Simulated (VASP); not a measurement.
# Al2Cu (scanv) (I4/mcm) in VASP: a series of runs

The runs below take Al2Cu (scanv) through single point, with r2SCAN+rVV10.

Everything below comes from runs of VASP 6.6.1. Logs are shortened: lines on timing, memory, paths and dates and some standing lists are left out, and cuts for length are marked.

## (1) The cell of the first run

The structure is tetragonal, space group I4/mcm (No. 140). Conventional cell: a = 5.998 Å, b = 5.998 Å, c = 4.785 Å, α = 90.00°, β = 90.00°, γ = 90.00°. Within 3.4 Å of Al (site symmetry m2m) lie 4 Cu at 2.56 Å and 11 Al at 2.69 to 3.19 Å. Cu (site symmetry 422) has 2 Cu at 2.39 Å and 8 Al at 2.56 Å within 3.2 Å.

## (2) Single point, r2SCAN+rVV10

POSCAR

```
Al2Cu
1.0
   -2.9988978300      2.9988978300      2.3927372900
    2.9988978300     -2.9988978300      2.3927372900
    2.9988978300      2.9988978300     -2.3927372900
Al Cu
4 2
Direct
    0.3413930800      0.1586069200      0.5000000000
    0.1586069200      0.6586069200      0.8172138400
    0.8413930800      0.3413930800      0.1827861600
    0.6586069200      0.8413930800      0.5000000000
    0.7500000000      0.7500000000      0.0000000000
    0.2500000000      0.2500000000      0.0000000000
```

INCAR.step1

```
  PREC = Accurate
  ENCUT = 520
  ISMEAR = 0
  SIGMA = 0.1
  LREAL = F
  LASPH = T
  NELM = 100
  NBANDS = 26
  GGA = PE
  ALGO = Normal
  EDIFF = 1E-4
  LWAVE = T
  LCHARG = F
```

INCAR.step2

```
  PREC = Accurate
  ENCUT = 520
  EDIFF = 1E-6
  ISMEAR = 0
  SIGMA = 0.1
  LREAL = F
  LASPH = T
  NELM = 100
  ALGO = Normal
  ISIF = 2
  LWAVE = F
  LCHARG = F
  METAGGA = R2SCAN
  LMIXTAU = T
  LUSE_VDW = T
  IVDW_NL = 2
  BPARAM = 11.95
  CPARAM = 0.0093
  NBANDS = 26
  ISTART = 1
```

KPOINTS

```
Automatic mesh
0
Gamma
  6 6 6
```

Potentials or basis: VASP PAW PBE potentials, release 64 (Al, Cu).

Started as:

```
cat potpaw_PBE.64/Al/POTCAR potpaw_PBE.64/Cu/POTCAR > POTCAR
cp INCAR.step1 INCAR
mpirun -np 1 vasp_std > vasp.out
cp INCAR.step2 INCAR
mpirun -np 1 vasp_std > vasp.out
```

OUTCAR:

```text
PREC = Accurate
   ENCUT = 520
   EDIFF = 1E-6
   ISMEAR = 0
   LREAL = F
   LASPH = T
   NELM = 100
   ISIF = 2
   METAGGA = R2SCAN
   IVDW_NL = 2
   BPARAM = 11.95
   ISTART = 1

 ion  position               nearest neighbor table
   1  0.341  0.159  0.500-   5 2.56   6 2.56   6 2.56   5 2.56   4 2.69   4 2.85   4 2.85   2 3.06
                             3 3.06   2 3.06   3 3.06   2 3.19   3 3.19   3 3.19   2 3.19
   2  0.159  0.659  0.817-   5 2.56   6 2.56   5 2.56   6 2.56   3 2.69   3 2.85   3 2.85   1 3.06
                             4 3.06   4 3.06   1 3.06   1 3.19   4 3.19   1 3.19   4 3.19
   3  0.841  0.341  0.183-   5 2.56   6 2.56   5 2.56   6 2.56   2 2.69   2 2.85   2 2.85   1 3.06
                             4 3.06   4 3.06   1 3.06   1 3.19   4 3.19   4 3.19   1 3.19
   4  0.659  0.841  0.500-   6 2.56   5 2.56   5 2.56   6 2.56   1 2.69   1 2.85   1 2.85   2 3.06
                             3 3.06   2 3.06   3 3.06   2 3.19   3 3.19   2 3.19   3 3.19
   5  0.750  0.750  0.000-   6 2.39   6 2.39   2 2.56   3 2.56   2 2.56   3 2.56   4 2.56   1 2.56
                             4 2.56   1 2.56
   6  0.250  0.250  0.000-   5 2.39   5 2.39   2 2.56   3 2.56   2 2.56   3 2.56   1 2.56   1 2.56
                             4 2.56   4 2.56

  LATTYP: Found a body centered tetragonal cell.
 ALAT       =     5.9977956600
 C/A-ratio  =     0.7978722269

  Lattice vectors:

 A1 = (  -2.9988978300,   2.9988978300,   2.3927372900)
 A2 = (   2.9988978300,  -2.9988978300,   2.3927372900)
 A3 = (   2.9988978300,   2.9988978300,  -2.3927372900)

Analysis of symmetry for initial positions (statically):
=====================================================================
 Subroutine PRICEL returns:
 Original cell was already a primitive cell.

 Routine SETGRP: Setting up the symmetry group for a
 body centered tetragonal supercell.

 Subroutine GETGRP returns: Found 16 space group operations
 (whereof  8 operations were pure point group operations)
 out of a pool of 16 trial point group operations.

The static configuration has the point symmetry C_4h.
 The point group associated with its full space group is D_4h.

Analysis of symmetry for dynamics (positions and initial velocities):
=====================================================================
 Subroutine PRICEL returns:
 Original cell was already a primitive cell.

 Routine SETGRP: Setting up the symmetry group for a
 body centered tetragonal supercell.

 Subroutine GETGRP returns: Found 16 space group operations
 (whereof  8 operations were pure point group operations)
 out of a pool of 16 trial point group operations.

The dynamic configuration has the point symmetry C_4h.
 The point group associated with its full space group is D_4h.

[... 109 lines left out ...]
   NSW    =      0    number of steps for IOM
   IBRION =     -1    ionic relax: 0-MD 1-quasi-New 2-CG
   NFREE  =      0    steps in history (QN), initial steepest desc. (CG)
   ISIF   =      2    stress and relaxation
   ISYM   =      2    0-nonsym 1-usesym 2-fastsym
   POTIM  = 0.5000    time-step for ionic-motion
   TEBEG  =    0.0;   TEEND  =   0.0 temperature during run
   PSTRESS=    0.0 pullay stress
   NELECT =      34.0000    total number of electrons
   NUPDOWN=      -1.0000    fix difference up-down
   EMIN   =  10.00;   EMAX   =-10.00  energy-range for DOS
   EFERMI =   0.00;   METHOD = LEGACY
   ISMEAR =     0;   SIGMA  =   0.10  broadening in eV -4-tet -1-fermi 0-gaus
   EFERMI_NEDOS =   21; number of points for ismear=-14 and -15
   IALGO  =     38    algorithm
   IMIX   =      4    mixing-type and parameters
     AMIX     =   0.40;   BMIX     =  1.00
     AMIX_MAG =   1.60;   BMIX_MAG =  1.00
  volume/ion in A,a.u.               =      14.35        96.81
  Fermi-wavevector in a.u.,A,eV,Ry     =   1.201181  2.269902 19.630964  1.442835
  Thomas-Fermi vector in A             =   2.336997
   LORBIT       =      0    0 simple, 1 ext, 2 COOP (PROOUT), +10 PAW based schemes
   METAGGA = R2SCAN    functional components
   LHFCALC =     F    Hartree Fock is set to
   AEXX    =    0.0000 exact exchange contribution
   IVDW_NL    =     2    kernel type
   BPARAM     =11.9500
   IVDW    =     0    specifies the selected vdW correction
   LEPSILON=     F    determine dielectric tensor
   LRPA    =     F    only Hartree local field effects (RPA)
 non-spin polarized calculation
 Gauss-broadening in eV      SIGMA  =   0.10
  energy-cutoff  :      520.00
  volume of cell :       86.08
 maximum number of plane-waves:      2334
   NGX = 19   NGY = 19   NGZ = 19

 number of electron      34.0000017 magnetization

 Free energy of the ion-electron system (eV)
  ---------------------------------------------------
  ext. energy  EPLUGINS =         0.00000000
  ---------------------------------------------------
  free energy    TOTEN  =       -48.72218978 eV

  energy without entropy =      -48.70666985  energy(sigma->0) =      -48.71442982

 E-fermi :   8.3386     XC(G=0): -11.8961

 val. band max:        8.3253463344   @ k =   0.5000   0.3333   0.0000
 cond. band min:       8.3453844126   @ k =   0.5000   0.5000   0.1667
 fundamental gap:      0.0200380781
 Fermi energy:         8.3386065833

 k-point     1 :       0.0000    0.0000    0.0000
  band No.  band energies     occupation
      1      -3.3456      2.00000
      2       2.6095      2.00000
      3       2.8333      2.00000
      4       2.8335      2.00000
      5       2.8625      2.00000
      6       3.8158      2.00000
[... 685 lines left out ...]
     25      16.2951      0.00000
     26      16.3141      0.00000

 [... further k-points ...]
[... 5 lines left out ...]
  --------------------------------------------------------------------------------------
  -------------------------------------------------------------------------------------
  Total       -0.7625428     -0.7625428      0.9544273      0.0000000      0.0000000      0.0000000
  in kB      -14.1937277    -14.1937277     17.7654032      0.0000000      0.0000000      0.0000000
  external PRESSURE =      -3.5406841 kB  Pullay stress =       0.0000000 kB

 VOLUME and BASIS-vectors are now :
 -----------------------------------------------------------------------------
  energy-cutoff  :      520.00
  volume of cell :       86.08
      direct lattice vectors                 reciprocal lattice vectors
    -2.998897830  2.998897830  2.392737290     0.000000000  0.166727921  0.208965691
     2.998897830 -2.998897830  2.392737290     0.166727921  0.000000000  0.208965691
     2.998897830  2.998897830 -2.392737290     0.166727921  0.166727921  0.000000000

 POSITION                                       TOTAL-FORCE (eV/Angst)
 -----------------------------------------------------------------------------------
      0.95129      2.04761      0.00000         0.031998     -0.031998      0.000000
      3.95019      0.95129     -0.00000         0.031998      0.031998      0.000000
     -0.95129      2.04761      2.39274        -0.031998     -0.031998     -0.000000
      2.04761      0.95129      2.39274        -0.031998      0.031998      0.000000
      0.00000      0.00000      3.58911        -0.000000      0.000000      0.000000
      0.00000      0.00000      1.19637        -0.000000      0.000000      0.000000
 -----------------------------------------------------------------------------------
    total drift:                                0.000000     -0.000000      0.000000

  FREE ENERGIE OF THE ION-ELECTRON SYSTEM (eV)
  ---------------------------------------------------
  free  energy   TOTEN  =       -48.7221897817 eV

  energy  without entropy=      -48.7066698490  energy(sigma->0) =      -48.71442982
```

OSZICAR.step1:

```text
N       E                     dE             d eps       ncg     rms          rms(c)
DAV:   1     0.188648066352E+03    0.18865E+03   -0.13781E+04  1560   0.148E+03
DAV:   2    -0.156046707128E+02   -0.20425E+03   -0.19143E+03  1562   0.291E+02
DAV:   3    -0.278717504461E+02   -0.12267E+02   -0.11537E+02  1990   0.910E+01
DAV:   4    -0.282235675042E+02   -0.35182E+00   -0.35023E+00  2310   0.135E+01
DAV:   5    -0.282292279612E+02   -0.56605E-02   -0.56588E-02  2302   0.169E+00    0.217E+01
DAV:   6    -0.337114925245E+02   -0.54823E+01   -0.10911E+02  1916   0.279E+02    0.182E+01
DAV:   7    -0.238974705436E+02    0.98140E+01   -0.29430E+01  1930   0.111E+02    0.454E+00
DAV:   8    -0.233983538664E+02    0.49912E+00   -0.29927E+00  2444   0.354E+01    0.111E+00
DAV:   9    -0.233844893662E+02    0.13865E-01   -0.18338E-01  1908   0.276E+00    0.465E-01
DAV:  10    -0.233880526571E+02   -0.35633E-02   -0.16123E-02  2714   0.241E+00    0.614E-01
DAV:  11    -0.233838583515E+02    0.41943E-02   -0.37767E-03  2366   0.161E+00    0.323E-01
DAV:  12    -0.233818336782E+02    0.20247E-02   -0.78940E-03  2386   0.231E+00    0.467E-02
DAV:  13    -0.233818702264E+02   -0.36548E-04   -0.61416E-04  1736   0.216E-01
   1 F= -.23381870E+02 E0= -.23373973E+02  d E =-.157942E-01
```

It took 5 min on 1 thread of Intel Xeon Platinum 8259CL at 2.50GHz (Skylake/Cascade Lake), shared host; peak memory 0.42 GiB.

Results:

```
Free energy            : -48.7222 eV
Pressure               : -0.4 GPa
Largest force          : 0.045 eV/Å
Band gap on the k mesh : zero (band 17 reaches 11.17 eV, above the bottom of band 18 at 6.70 eV)
```

Forces on the atoms (eV/Å):
```
Al   0.032 -0.032  0.000
Al   0.032  0.032  0.000
Al  -0.032 -0.032  0.000
Al  -0.032  0.032  0.000
Cu   0.000  0.000  0.000
Cu   0.000  0.000  0.000
```

Stress tensor (GPa, compression positive):
```
-1.42  0.00  0.00
 0.00 -1.42  0.00
 0.00  0.00  1.78
```

Caveat: the PAW data sets were made with another functional, which shifts forces and pressure a little.

## (3) Single point, r2SCAN+rVV10

This run uses another cell than the first one, of 14.32 Å³/atom, 0.998 times its volume.

POSCAR

```
Al2Cu
1.0
   -2.9907051598      2.9907051598      2.4007927592
    2.9907051598     -2.9907051598      2.4007927592
    2.9907051598      2.9907051598     -2.4007927592
Al Cu
4 2
Direct
    0.3406399276      0.1593600724      0.5000000000
    0.1593600724      0.6593600724      0.8187201448
    0.8406399276      0.3406399276      0.1812798552
    0.6593600724      0.8406399276      0.5000000000
    0.7500000000      0.7500000000      0.0000000000
    0.2500000000      0.2500000000      0.0000000000
```

INCAR.step1

```
PREC = Accurate
ENCUT = 520
ISMEAR = 0
SIGMA = 0.1
LREAL = False
LASPH = True
NELM = 60
NBANDS = 26
GGA = PE
ALGO = Normal
EDIFF = 1E-4
LWAVE = True
LCHARG = False
```

INCAR.step2

```
PREC = Accurate
ENCUT = 520
EDIFF = 1E-7
ISMEAR = 0
SIGMA = 0.1
LREAL = False
LASPH = True
NELM = 60
ALGO = Normal
ISIF = 2
LWAVE = False
LCHARG = False
METAGGA = R2SCAN
LMIXTAU = True
LUSE_VDW = True
IVDW_NL = 2
BPARAM = 11.95
CPARAM = 0.0093
NBANDS = 26
ISTART = 1
```

KPOINTS

```
regular mesh
0
Gamma
  10 10 10
```

Potentials or basis: VASP PAW PBE potentials, release 64 (Al, Cu).

Started as:

```
cat potpaw_PBE.64/Al/POTCAR potpaw_PBE.64/Cu/POTCAR > POTCAR
cp INCAR.step1 INCAR
mpirun -np 1 vasp_std > vasp.out
cp INCAR.step2 INCAR
mpirun -np 1 vasp_std > vasp.out
```

It took 14 min on 1 thread of Intel Xeon Platinum 8259CL at 2.50GHz (Skylake/Cascade Lake), shared host; peak memory 0.52 GiB.

It converged, with:

```yaml
Free_energy: -48.6807 eV
Pressure: -0.1 GPa
Band_gap_on_the_k_mesh: zero (band 17 reaches 11.20 eV, above the bottom of band 18 at 6.42 eV)
```

Forces on the atoms (eV/Å):
```
Al  -0.001  0.001  0.000
Al  -0.001 -0.001  0.000
Al   0.001  0.001  0.000
Al   0.001 -0.001  0.000
Cu   0.000  0.000  0.000
Cu   0.000  0.000  0.000
```

Stress tensor (GPa, compression positive):
```
-0.11  0.00  0.00
 0.00 -0.11  0.00
 0.00  0.00  0.02
```

Levels at points of the mesh, in eV from the Fermi level:
| k point | band 15 | band 16 | band 17 | band 18 | band 19 | band 20 |
| --- | --- | --- | --- | --- | --- | --- |
| (0.00, 0.00, 0.00) | -1.54 | -1.41 | -1.41 | -0.98 | -0.04 | 0.05 |
| (0.50, 0.00, 0.00) | -2.79 | -2.79 | 0.23 | 0.23 | 4.37 | 4.37 |
| (0.50, 0.50, 0.00) | -1.70 | -1.48 | -0.77 | -0.73 | 0.86 | 1.41 |
| (0.50, 0.50, 0.50) | -3.45 | -1.96 | 2.84 | 3.08 | 3.08 | 3.54 |

Caveat: the PAW data sets were made with another functional, which shifts forces and pressure a little.
